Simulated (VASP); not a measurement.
Input of a VASP 6.6.1 run:

Contents of POSCAR:

```
ZnS
1.0
   -1.9033608736     -3.2967177383      6.2457351521
    1.9033608736     -3.2967177383      0.0000000000
   11.8144490625      4.6232635210      7.6461297913
Zn S
8 8
Direct
    0.6778228508      1.0214557887      0.2154155718
    0.9212549653      0.4991633978      0.0165682390
    0.4343907363      0.5437481796      0.4142629045
    0.1909586218      1.0660405705      0.6131102372
    0.9749627555      0.2900327811      0.3811216823
    0.2183948700      0.7677403902      0.1822743496
    0.7315306409      0.8123251720      0.5799690151
    0.4880985264      0.3346175629      0.7788163478
    0.9609486038      0.8426862042      0.2898289878
    0.2043807183      0.3203938133      0.0909816550
    0.7175164893      0.3649785951      0.4886763205
    0.4740843748      0.8872709860      0.6875236532
    0.2580885084      0.1112631966      0.4555350983
    0.5015206229      0.5889708057      0.2566877656
    1.0146563939      0.6335555875      0.6543824311
    0.7449527374      0.0666784149      0.0578404329
```

File INCAR.step1:

```
PREC = Accurate
ENCUT = 520
ISMEAR = 0
SIGMA = 0.05
LREAL = Auto
LASPH = T
NELM = 80
ISYM = 0
NBANDS = 86
GGA = PE
ALGO = Normal
EDIFF = 1E-4
LWAVE = T
LCHARG = F
```

Contents of INCAR.step2:

```
PREC = Accurate
ENCUT = 520
EDIFF = 1E-6
ISMEAR = 0
SIGMA = 0.05
LREAL = Auto
LASPH = T
NELM = 80
ALGO = Normal
ISIF = 2
LWAVE = F
LCHARG = F
METAGGA = R2SCAN
LMIXTAU = T
ISYM = 0
NBANDS = 86
ISTART = 1
```

File KPOINTS:

```
regular mesh
0
Gamma
  3 6 2
```

Potentials or basis: VASP PAW PBE potentials, release 64 (Zn, S).

Command:

```console
$ cat potpaw_PBE.64/Zn/POTCAR potpaw_PBE.64/S/POTCAR > POTCAR
$ cp INCAR.step1 INCAR
$ mpirun -np 1 vasp_std > vasp.out
$ cp INCAR.step2 INCAR
$ mpirun -np 1 vasp_std > vasp.out
```

(1) Estimate the largest force.

(2) Predict the pressure.

## Answers

(1) 2.033 eV/Å.

(2) -1.4 GPa.

Caveat: the cell differs from its parent crystal (the distance across one plane changed); the PAW data sets were made with another functional, which shifts forces and pressure a little.
